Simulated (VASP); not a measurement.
Set up this calculation in VASP 6.6.1, as the native input.

- Task: single point
- Functional: PBE
- Potentials or basis: VASP PAW PBE potentials, release 64 (Mg, Cd, O)
- Cutoff: 520 eV
- k mesh: 6 × 6 × 2
- Occupations: gaussian, width 0.1 eV
- Spin: no spin polarisation
- Dipole correction: no
- Further INCAR settings: ALGO = Normal; EDIFF = 1e-06; NBANDS = 31

The structure of MgCd2O3 lies in POSCAR:

```
MgCd2O3
1.0
    3.5157431900      0.0000000000      0.0000000000
   -1.7578715900      3.0447229100      0.0000000000
    0.0000000000      0.0000000000      8.6117768800
Mg Cd O
1 2 3
Direct
    0.0000000000      0.0000000000      0.0000000000
    0.3333333300      0.6666666700      0.3333333300
    0.6666666700      0.3333333300      0.6666666700
    0.3333333300      0.6666666700      0.8333333300
    0.6666666700      0.3333333300      0.1666666700
    0.0000000000      0.0000000000      0.5000000000
```

The input as run:

INCAR

```
PREC = Accurate
ENCUT = 520
EDIFF = 1E-6
ISMEAR = 0
SIGMA = 0.1
LREAL = False
LASPH = True
NELM = 60
ALGO = Normal
ISIF = 2
LWAVE = False
LCHARG = False
GGA = PE
NBANDS = 31
```

KPOINTS

```
regular mesh
0
Gamma
  6 6 2
```

Potentials or basis: VASP PAW PBE potentials, release 64 (Mg, Cd, O).

Command:

```bash
$ cat potpaw_PBE.64/Mg/POTCAR potpaw_PBE.64/Cd/POTCAR potpaw_PBE.64/O/POTCAR > POTCAR
$ mpirun -np 1 vasp_std > vasp.out
```

Results of the run:

| Quantity | Value |
| --- | --- |
| Pressure | -16.3 GPa |
| Largest force | 0.997 eV/Å |
| Band gap on the k mesh | zero (filled and empty bands touch) |

Caveat: the k points lie up to 0.36 Å⁻¹ apart; semilocal functionals underestimate gaps, so a narrow gap can read as zero.

Run time: 27 s on 1 thread of Intel(R) Xeon(R) 6975P-C (Granite Rapids), on a shared host, peak memory 0.22 GiB.
